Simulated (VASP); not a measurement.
Wanted: the native input for a VASP 6.6.1 run.

```yaml
Task: single point
Functional: PBE
Dispersion: D3(BJ)
Potentials_or_basis: VASP PAW PBE potentials, release 64 (Si, Cu)
Cutoff: 520 eV
k_mesh: 4 × 4 × 1
Occupations: gaussian, width 0.05 eV
Spin: collinear spin
Starting_moments: "[0.0, 0.0, 0.0, 0.0, 0.0, 0.0, 0.0, 0.0, 0.0, 0.0, 0.0, 0.0, 0.0, 0.0, 0.0, 0.0, 1.0] μB"
Dipole_correction: yes
Further_INCAR_settings: ALGO = Normal; EDIFF = 1e-06; NBANDS = 56; NELMDL = -8
```

The structure of CuSi16 lies in POSCAR:

```
CuSi16
1.0
    7.6666885535      0.0000000000      0.0000000000
    0.0000000000      7.6666885535      0.0000000000
    0.0000000000      0.0000000000     21.2034818118
Si Cu
16 1
Direct
    0.0000000000      0.2500000000      0.1886482624
    0.0000000000      0.7500000000      0.1886482624
    0.5000000000      0.2500000000      0.1886482624
    0.5000000000      0.7500000000      0.1886482624
    0.0000000000      0.0000000000      0.2525666263
    0.0000000000      0.5000000000      0.2525666263
    0.5000000000      0.0000000000      0.2525666263
    0.5000000000      0.5000000000      0.2525666263
    0.2500000000      0.0000000000      0.3191936750
    0.2500000000      0.5000000000      0.3191936750
    0.7500000000      0.0000000000      0.3191936750
    0.7500000000      0.5000000000      0.3191936750
    0.2500000000      0.2500000000      0.3821769407
    0.2500000000      0.7500000000      0.3821769407
    0.7500000000      0.2500000000      0.3821769407
    0.7500000000      0.7500000000      0.3821769407
    0.3333333333      0.4166666667      0.4859334850
```

The input as run:

INCAR

```
PREC = Accurate ; ENCUT = 520
EDIFF = 1E-6 ; ISMEAR = 0
SIGMA = 0.05 ; LREAL = F
LASPH = T ; NELM = 200
ALGO = Normal ; ISIF = 2
LWAVE = F ; LCHARG = F
ISPIN = 2 ; MAGMOM = 0 0 0 0 0 0 0 0 0 0 0 0 0 0 0 0 1
LORBIT = 11 ; LMAXMIX = 4
LDIPOL = T ; IDIPOL = 3
DIPOL = 0.5 0.5 0.297 ; GGA = PE
IVDW = 12 ; NBANDS = 56
GGA_COMPAT = F ; NELMDL = -8
KPAR = 4
```

KPOINTS

```
regular mesh
0
Gamma
  4 4 1
```

Potentials or basis: VASP PAW PBE potentials, release 64 (Si, Cu).

Command:

```bash
$ cat potpaw_PBE.64/Si/POTCAR potpaw_PBE.64/Cu/POTCAR > POTCAR
$ mpirun -np 4 vasp_std > vasp.out
```

Results of the run:

```json
{
 "Largest force": "1.697 eV/Å",
 "Net moment": "0.01 μB per cell",
 "Valence electrons inside the program's atomic spheres": "Si 1.58, 1.67, 1.66, 1.59 (each value once); Cu 9.74",
 "Dispersion energy per atom": "-0.229 eV"
}
```

Run time: 75 min on 4 MPI ranks on Oxide Virtual Turin-like Processor, on a shared host, peak memory 2.2 GiB a rank.
